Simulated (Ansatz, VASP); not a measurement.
# One calculation of BN2, two programs

```
B N
1.0
     0.00828   -0.01277    2.52356
     3.39557   -0.05024    0.01134
    -0.05885    4.03131   -0.02048
B N
2 4
Direct
  0.45484 0.54418 0.49297
  0.95896 0.93717 0.06307
  0.56727 0.41183 0.90224
  0.06584 0.86249 0.56116
  0.48748 0.64215 0.12006
  0.96561 0.10218 0.36050
```

Change from the starting cell: CaCl2 type (Pnnm, No. 58); cell x1, atoms moved at random (sigma 0.15 Å) and cell strained at random (1.5 %), then relaxed without symmetry.

Alike in both runs: task relaxation of cell and atoms; functional PBE; k mesh 10 × 8 × 6; occupations gaussian, width 0.1 eV; no spin polarisation.

|  | VASP | Ansatz |
| --- | --- | --- |
| version | VASP 6.6.1 | Ansatz 0.2.0 |
| potentials or method | VASP PAW PBE potentials, release 64 (B, N), cutoff 600 eV | scalar-relativistic, plane waves, PAW |
| valence electrons in the cell | 26 | 26 |

|  | VASP | Ansatz | Ansatz less VASP |
| --- | --- | --- | --- |
| gap on the k mesh at the Fermi level, each at its own relaxed structure (eV) | none | none | - |
| relaxed volume (Å³/atom) | 6.40 | 6.43 | +0.026 |
| relaxed cell length with the largest relative difference (Å) | 2.934 | 2.957 | +0.0228 |

A gap of «none» marks a metal or a gap that the smearing closes.

Noted on VASP's run: the standard files for N, O and F lose accuracy on very short bonds.
